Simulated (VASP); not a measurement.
Write the native input for VASP 6.6.1 that does the following.

| Item | Value |
| --- | --- |
| Task | single point |
| Functional | r2SCAN |
| Potentials or basis | VASP PAW PBE potentials, release 64 (Re) |
| Cutoff | 520 eV |
| k mesh | 7 × 7 × 4 |
| Occupations | gaussian, width 0.012 eV |
| Spin | non-collinear spin, typed start, spin-orbit coupling |
| Starting moments | [[0.341, -1.744, -0.918], [0.341, -1.744, -0.918]] μB |
| Dipole correction | no |
| Further INCAR settings | ALGO = Normal; EDIFF = 1e-06; NBANDS = 26 |

The system is Re.

```
CELL_PARAMETERS angstrom
2.80052 0.00000 0.00000
-1.40026 2.42532 0.00000
0.00000 0.00000 4.38155
ATOMIC_POSITIONS crystal
Re 0.33333 0.66667 0.25000
Re 0.66666 0.33333 0.75000
```

These files were run (other wordings do the same):

POSCAR

```
Re
1.0
    2.8005160000      0.0000000000      0.0000000000
   -1.4002580000      2.4253190000      0.0000000000
    0.0000000000      0.0000000000      4.3815450000
Re
2
Direct
    0.3333300000      0.6666700000      0.2500000000
    0.6666600000      0.3333300000      0.7500000000
```

INCAR.step1

```
PREC = Accurate
ENCUT = 520
ISMEAR = 0
SIGMA = 0.012
LREAL = F
LASPH = T
NELM = 150
MAGMOM = 0.341 -1.744 -0.918 0.341 -1.744 -0.918
LSORBIT = T
GGA_COMPAT = F
LMAXMIX = 4
NBANDS = 26
GGA = PE
ALGO = Normal
EDIFF = 1E-4
LWAVE = T
LCHARG = F
```

INCAR.step2

```
PREC = Accurate
ENCUT = 520
EDIFF = 1E-6
ISMEAR = 0
SIGMA = 0.012
LREAL = F
LASPH = T
NELM = 150
ALGO = Normal
ISIF = 2
LWAVE = F
LCHARG = T
MAGMOM = 0.341 -1.744 -0.918 0.341 -1.744 -0.918
LORBIT = 11
LSORBIT = T
GGA_COMPAT = F
LORBMOM = T
LMAXMIX = 4
METAGGA = R2SCAN
LMIXTAU = T
LVHAR = T
NBANDS = 26
ISTART = 1
```

KPOINTS

```
Automatic mesh
0
Gamma
  7 7 4
```

Potentials or basis: VASP PAW PBE potentials, release 64 (Re).

Launch:

```console
$ cat potpaw_PBE.64/Re/POTCAR > POTCAR
$ cp INCAR.step1 INCAR
$ mpirun -np 1 vasp_ncl > vasp.out
$ cp INCAR.step2 INCAR
$ mpirun -np 1 vasp_ncl > vasp.out
```

It gave:

The pressure is -4.0 GPa and the net moment is 0.06 μB per cell. The valence electrons inside the program's atomic spheres are Re 6.08.

Caveat: the k points lie up to 0.37 Å⁻¹ apart; the PAW data sets were made with another functional, which shifts forces and pressure a little.

It took 21 min on 1 thread of Oxide Virtual Turin-like Processor (shared host), peak memory 0.3 GiB.
